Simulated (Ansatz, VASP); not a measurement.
# Two plane-wave programs on AlRu

Contents of INCAR:

```
PREC = Accurate
ENCUT = 520
EDIFF = 1E-6
ISMEAR = 0
SIGMA = 0.15
LREAL = F
LASPH = T
NELM = 60
ALGO = Fast
ISIF = 2
LWAVE = F
LCHARG = F
GGA = PE
NBANDS = 44
```

File KPOINTS:

```
Automatic mesh
0
Gamma
  14 14 14
```

The input POSCAR:

```
AlRu
1.0
   -3.0040847246      3.0040847246      3.0040847246
    3.0040847246     -3.0040847246      3.0040847246
    3.0040847246      3.0040847246     -3.0040847246
Al Ru
4 4
Direct
   -0.0249660069      0.0000000000     -0.0249660069
    0.5000000000      0.5000000000      0.0000000000
    0.5000000000      0.0000000000      0.5000000000
    0.0000000000      0.5000000000      0.5000000000
    0.5000000000      0.5000000000      0.5000000000
    0.0000000000      0.0000000000      0.5000000000
    0.0000000000      0.5000000000      0.0000000000
    0.5000000000      0.0000000000      0.0000000000
```

Input for Ansatz:

```yaml
crystal:
  lattice:
    - [-3.0040847246, 3.0040847246, 3.0040847246]
    - [3.0040847246, -3.0040847246, 3.0040847246]
    - [3.0040847246, 3.0040847246, -3.0040847246]
  atoms:
    - { symbol: Al, position: [-0.0249660069, 0.0, -0.0249660069] }
    - { symbol: Al, position: [0.5, 0.5, 0.0] }
    - { symbol: Al, position: [0.5, 0.0, 0.5] }
    - { symbol: Al, position: [0.0, 0.5, 0.5] }
    - { symbol: Ru, position: [0.5, 0.5, 0.5] }
    - { symbol: Ru, position: [0.0, 0.0, 0.5] }
    - { symbol: Ru, position: [0.0, 0.5, 0.0] }
    - { symbol: Ru, position: [0.5, 0.0, 0.0] }
basis:
  ecutwfc: 420
kpoints:
  mp_grid: { grid: [14, 14, 14] }
hamiltonian:
  xc: pbe
scf:
  occupations: { method: gaussian, width: 0.15 }
output:
  forces: true
  stress: true
  eigenvalues: true
```

Alike in both runs: task single point; functional PBE; k mesh 14 × 14 × 14; occupations gaussian, width 0.15 eV; no spin polarisation.

```csv
,VASP,Ansatz
version,VASP 6.6.1,Ansatz 0.2.0
potentials or method,"VASP PAW PBE potentials, release 64 (Al, Ru_pv), cutoff 520 eV","scalar-relativistic, plane waves, PAW"
valence electrons in the cell,68,76
```

Ansatz gave:

| Quantity | Value |
| --- | --- |
| gap on the k mesh at the Fermi level (eV) | none |
| pressure (GPa) | 0.5 |
| traceless stress, the component that is largest in VASP (GPa) | -0.08 |
| rms of the force components (eV/Å) | 0.342 |

Task: Estimate VASP's values.

Result: gap on the k mesh at the Fermi level (eV): none; pressure (GPa): 0.4; traceless stress, the component that is largest in VASP (GPa): -0.08; rms of the force components (eV/Å): 0.345.

Atom by atom the forces differ by 0.002 eV/Å (rms over components). A gap of «none» marks a metal or a gap that the smearing closes. VASP's potentials hold 68 valence electrons a cell and Ansatz's 76, so a difference there can come from the potentials and not from the codes.
